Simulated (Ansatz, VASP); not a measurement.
## One calculation of BaTiO3, two programs

INCAR

```
SYSTEM = BaTiO3
PREC = Accurate
ENCUT = 520
EDIFF = 1E-6
ISMEAR = 0
SIGMA = 0.05
LREAL = .False.
LASPH = .True.
NELM = 100
ALGO = Normal
ISIF = 2
LWAVE = .False.
LCHARG = .False.
GGA = PE
NBANDS = 28
```

KPOINTS

```
Automatic mesh
0
Gamma
  8 8 6
  0 0 0
```

File POSCAR:

```
BaTiO3
1.0
    3.9853536613      0.0000000000      0.0000000000
    0.0000000000      3.9853536613      0.0000000000
    0.0000000000      0.0000000000      4.2648343547
Ba Ti O
1 1 3
Direct
    0.0000000000      0.0000000000      0.9863187693
    0.5000000000      0.5000000000      0.4690806688
    0.5000000000      0.5000000000      0.0378497747
    0.5000000000      0.0000000000      0.5173753936
    0.0000000000      0.5000000000      0.5173753936
```

Input for Ansatz:

```yaml
crystal:
  lattice:
    - [3.9853536613, 0.0, 0.0]
    - [0.0, 3.9853536613, 0.0]
    - [0.0, 0.0, 4.2648343547]
  atoms:
    - { symbol: Ba, position: [0.0, 0.0, 0.9863187693] }
    - { symbol: Ti, position: [0.5, 0.5, 0.4690806688] }
    - { symbol: O, position: [0.5, 0.5, 0.0378497747] }
    - { symbol: O, position: [0.5, 0.0, 0.5173753936] }
    - { symbol: O, position: [0.0, 0.5, 0.5173753936] }
basis:
  ecutwfc: 420
kpoints:
  mp_grid: { grid: [8, 8, 6] }
hamiltonian:
  xc: pbe
scf:
  occupations: { method: gaussian, width: 0.05 }
output:
  forces: true
  stress: true
  eigenvalues: true
```

Change from the starting cell: strain +0.000 along x and y, +0.015 along z, atoms carried along.

Alike in both runs: task single point; functional PBE; k mesh 8 × 8 × 6; occupations gaussian, width 0.05 eV; no spin polarisation.

|  | VASP | Ansatz |
| --- | --- | --- |
| version | VASP 6.6.1 | Ansatz 0.2.0 |
| potentials or method | VASP PAW PBE potentials, release 64 (Ba_sv, Ti_sv, O), cutoff 520 eV | scalar-relativistic, plane waves, PAW |
| valence electrons in the cell | 40 | 40 |

|  | VASP | Ansatz | Ansatz less VASP |
| --- | --- | --- | --- |
| gap on the k mesh at the Fermi level (eV) | 1.75 | 1.80 | +0.051 |
| least direct gap on the mesh (eV) | 2.34 | 2.38 | +0.033 |
| pressure (GPa) | -0.6 | -2.1 | -1.50 |
| traceless stress, the component that is largest in VASP (GPa) | -1.53 | -1.50 | +0.031 |
| rms of the force components (eV/Å) | 0.121 | 0.146 | +0.0254 |

Atom by atom the forces differ by 0.029 eV/Å (rms over components).

Neither program's run includes spin-orbit coupling.
